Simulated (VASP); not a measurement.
AgCl, 2 atoms in the cell. It takes space group R-3m (No. 166, trigonal). The conventional cell has a = 4.711 Å, b = 4.711 Å, c = 5.617 Å, α = 90.00°, β = 90.00°, γ = 120.00°. Ag (site symmetry -3m) has 8 Cl at 2.81 to 2.88 Å and 6 Ag at 3.30 Å within 3.7 Å. Cl (site symmetry -3m) has 8 Ag at 2.81 to 2.88 Å and 6 Cl at 3.30 Å within 3.7 Å. 

| Quantity | Value |
| --- | --- |
| Program | VASP 6.6.1 |
| Task | single point |
| Functional | PBEsol |
| Potentials or basis | VASP PAW PBE potentials, release 64 (Ag, Cl) |
| Cutoff | 520 eV |
| k mesh | 12 × 12 × 12 |
| Occupations | gaussian, width 0.05 eV |
| Spin | no spin polarisation |
| Dipole correction | no |
| Further INCAR settings | ALGO = Normal; EDIFF = 1e-06; NBANDS = 16 |

Potentials or basis: VASP PAW PBE potentials, release 64 (Ag, Cl).

Launch:

```sh
$ cat potpaw_PBE.64/Ag/POTCAR potpaw_PBE.64/Cl/POTCAR > POTCAR
$ mpirun -np 1 vasp_std > vasp.out
```

Hardware: 1 thread of Intel(R) Xeon(R) 6975P-C (Granite Rapids), on a shared host.

Question: How long does it take, and how much memory?

Answer: Wall time 36 s on 1 thread of Intel(R) Xeon(R) 6975P-C (Granite Rapids) (shared host), peak memory 0.23 GiB. Counts: scf iterations 12, k points 189.
